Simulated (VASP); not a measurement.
Crystal: Pb.

```
Pb
1.0
     0.00000    2.47502    2.47502
     2.47502    0.00000    2.47502
     2.47502    2.47502    0.00000
Pb
1
Direct
  0.00000 0.00000 0.00000
```

```yaml
Program: VASP 6.6.1
Task: relaxation of cell and atoms
Functional: B3LYP
Potentials_or_basis: VASP PAW PBE potentials, release 64 (Pb_d)
Cutoff: 600 eV
k_mesh: 5 × 5 × 5
Occupations: fermi-dirac, width 0.05 eV
Spin: no spin polarisation
```

At the start: pressure 3.8 GPa; volume 30.32 Å³/atom.

Problem. How do energy, volume and symmetry change on relaxing?

Solution. Over 3 steps the energy falls by 27.6 meV/atom and the volume is 32.83 Å³/atom (+8.3 %); space group Fm-3m (No. 225, to 0.05 Å).

Step by step:
```csv
step,energy change (eV),largest force (eV/Å),pressure (GPa),volume (Å³)
1,0.0000,0.0000,3.82,30.32
2,-0.0254,0.0000,-0.82,33.61
3,-0.0276,0.0000,-0.03,32.83
```

Final structure:
```yaml
crystal:
  lattice:
    - [0.00000, 2.54134, 2.54134]
    - [2.54134, 0.00000, 2.54134]
    - [2.54134, 2.54134, 0.00000]
  atoms:
    - { symbol: Pb, position: [0.00000, 0.00000, 0.00000] }
```

Caveat: the k points lie up to 0.43 Å⁻¹ apart in the final cell; the PAW data sets were made with another functional, which shifts forces and pressure a little.
